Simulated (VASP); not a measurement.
Wanted: the native input for a VASP 6.6.1 run.

```
Task                   : relaxation of cell and atoms
Functional             : PBE
Potentials or basis    : VASP PAW PBE potentials, release 64 (Mg, O)
Cutoff                 : 600 eV
k mesh                 : 6 × 6 × 4
Occupations            : gaussian, width 0.1 eV
Spin                   : collinear spin, ferromagnetic start
Starting moments       : [0.0, 0.0, 1.0, 1.0] μB
Dipole correction      : no
Further INCAR settings : ALGO = Normal; EDIFF = 1e-06; IBRION = 2; EDIFFG = -0.04; NSW = 90; ISIF = 3
```

The structure of MgO lies in POSCAR:

```
MgO
1.0
    3.8164736400      0.0000000000      0.0000000000
   -1.9082368200      3.3051631300      0.0000000000
    0.0000000000      0.0000000000      4.3952681500
Mg O
2 2
Direct
    0.0000000000      0.0000000000      0.5000000000
    0.0000000000      0.0000000000      0.0000000000
    0.3333333300      0.6666666700      0.0000000000
    0.6666666700      0.3333333300      0.0000000000
```

The cell was generated, and may not be a known phase.

One way to write it, as run:

INCAR

```
SYSTEM = MgO
PREC     = Accurate       ! precision mode
ENCUT    = 600            ! plane-wave cutoff, eV
EDIFF    = 1E-6           ! SCF threshold, eV
ISMEAR   = 0              ! smearing method
SIGMA    = 0.1            ! smearing width, eV
LREAL    = .FALSE.        ! projectors in reciprocal space
LASPH    = .TRUE.         ! aspherical terms in the spheres
NELM     = 150            ! most SCF steps
ALGO     = Normal         ! electronic algorithm
ISIF     = 3              ! what is computed and relaxed
LWAVE    = .FALSE.        ! write WAVECAR
LCHARG   = .FALSE.        ! write CHGCAR
ISPIN    = 2              ! spin polarisation
MAGMOM   = 0 0 1 1        ! initial moments
LORBIT   = 11             ! projections on sites
GGA      = PE             ! functional
IBRION   = 2              ! ionic algorithm
NSW      = 90             ! ionic steps
EDIFFG   = -0.04          ! ionic threshold
```

KPOINTS

```
Automatic mesh
0
G
  6 6 4
  0 0 0
```

Potentials or basis: VASP PAW PBE potentials, release 64 (Mg, O).

Run with:

```bash
$ cat potpaw_PBE.64/Mg/POTCAR potpaw_PBE.64/O/POTCAR > POTCAR
$ mpirun -np 1 vasp_std > vasp.out
```

Results of the run:

```json
{
  "Relaxed volume": "17.15 Å³/atom",
  "Relaxed cell": "a = 3.658 Å, b = 3.658 Å, c = 5.918 Å, α = 90.00°, β = 90.00°, γ = 120.00°",
  "Space group after relaxing (to 0.1 Å)": "P6/mmm (No. 191)",
  "Energy gained by relaxing": "538.8 meV/atom",
  "Ionic steps": "8",
  "Pressure after relaxing": "0.0 GPa",
  "Band gap on the k mesh": "zero (filled and empty bands overlap)",
  "Net moment": "0.00 μB per cell",
  "Valence electrons inside the program's atomic spheres": "Mg 0.31, 0.37; O 4.88"
}
```

Caveat: the volume moved by over 15 % at a fixed basis, so the end points are rough.

It took 2.1 min on 1 thread of AMD EPYC 9R45 96-Core Processor (Zen 5) (shared host), peak memory 0.19 GiB.
